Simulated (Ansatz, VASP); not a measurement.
**One calculation of Sb, two programs**

The input INCAR:

```
SYSTEM = Sb
PREC = Accurate ; ENCUT = 520
EDIFF = 1E-8 ; ISMEAR = -1
SIGMA = 0.05 ; LREAL = .FALSE.
LASPH = .TRUE. ; NELM = 100
ALGO = Normal ; ISIF = 2
LWAVE = .FALSE. ; LCHARG = .FALSE.
GGA = PS ; LEFG = .TRUE.
NBANDS = 12
```

File KPOINTS:

```
regular mesh
0
G
  9 9 9
  0 0 0
```

The input POSCAR:

```
Sb
1.0
    2.1007438352      1.1827036773      3.7100774999
   -2.2004568288      1.2257156839      3.7530895065
   -0.0126070064     -2.5207393611      3.7688329936
Sb
2
Direct
    0.2336400000      0.2336400000      0.2336400000
    0.7663600000      0.7663600000      0.7663600000
```

Input for Ansatz:

```yaml
crystal:
  lattice:
    - [2.1007438352, 1.1827036773, 3.7100774999]
    - [-2.2004568288, 1.2257156839, 3.7530895065]
    - [-0.0126070064, -2.5207393611, 3.7688329936]
  atoms:
    - { symbol: Sb, position: [0.23364, 0.23364, 0.23364] }
    - { symbol: Sb, position: [0.76636, 0.76636, 0.76636] }
kpoints:
  mp_grid: { grid: [9, 9, 9] }
scf:
  occupations: { method: fermi_dirac, width: 0.05 }
hamiltonian:
  xc: pbesol
  pseudopotentials: { kind: paw }
output:
  forces: true
  stress: true
  eigenvalues: true
  efg: { contact_densities: true }
  write_density: true
  write_potential: true
  elf: true
  volumetric_format: npy
```

Change from the starting cell: equal xy, yz and zx shear strains of -2 %, PAW files.

Alike in both runs: task electric field gradients; functional PBEsol; k mesh 9 × 9 × 9; occupations fermi-dirac, width 0.05 eV; no spin polarisation.

|  | VASP | Ansatz |
| --- | --- | --- |
| version | VASP 6.6.1 | Ansatz 0.2.0 |
| potentials or method | VASP PAW PBE potentials, release 64 (Sb) | PAW with Ansatz's default frozen-core files, scalar-relativistic |
| plane-wave cutoff (eV) | 520 | 420 |
| valence electrons in the cell | 10 | 30 |

|  | VASP | Ansatz | Ansatz less VASP |
| --- | --- | --- | --- |
| pressure (GPa) | 0.6 | 0.4 | -0.19 |
| traceless stress, the component that is largest in VASP (GPa) | 1.24 | 1.23 | -0.010 |
| rms of the force components (eV/Å) | 0.134 | 0.106 | -0.0283 |
| size of Vzz on the site where it differs most (V/Å²) | 47.0 | 50.5 | +3.47 |

VASP's potentials were made for PBE, not for PBEsol. Atom by atom the forces differ by 0.033 eV/Å (rms over components). VASP's potentials hold 10 valence electrons a cell and Ansatz's 30, so a difference there can come from the potentials and not from the codes.

Neither program's run includes spin-orbit coupling.
